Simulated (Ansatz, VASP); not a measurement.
## Two plane-wave programs on SnO2

```xyz
6
Lattice="4.6588 0.0000 0.0000 0.0000 4.6588 0.0000 0.0000 0.0000 3.4646" Properties=species:S:1:pos:R:3 pbc="T T T"
Sn    2.3294    2.3294    1.7323
Sn    0.0000    0.0000    0.0000
O     1.2563    1.6005    0.0000
O     3.5857    0.7289    1.7323
O     1.0731    3.9299    1.7323
O     3.4025    3.0584    0.0000
```

Change from the starting cell: mode 4 frozen in at -0.252 Å, strain +e along z and -e/2 along x and y +0.0700.

Alike in both runs: task single point; functional PBE; k mesh 6 × 6 × 8; occupations gaussian, width 0.05 eV; no spin polarisation.

|  | VASP | Ansatz |
| --- | --- | --- |
| version | VASP 6.6.1 | Ansatz 0.2.0 |
| potentials or method | VASP PAW PBE potentials, release 64 (Sn_d, O), cutoff 520 eV | scalar-relativistic, plane waves, PAW |
| valence electrons in the cell | 52 | 52 |

```tsv
	VASP	Ansatz	Ansatz less VASP
gap on the k mesh at the Fermi level (eV)	0.92	0.93	+0.012
least direct gap on the mesh (eV)	1.07	1.08	+0.006
pressure (GPa)	-2.9	-3.5	-0.56
traceless stress, the component that is largest in VASP (GPa)	-12.02	-12.06	-0.049
rms of the force components (eV/Å)	0.216	0.215	-0.0014
```

Atom by atom the forces differ by 0.008 eV/Å (rms over components).
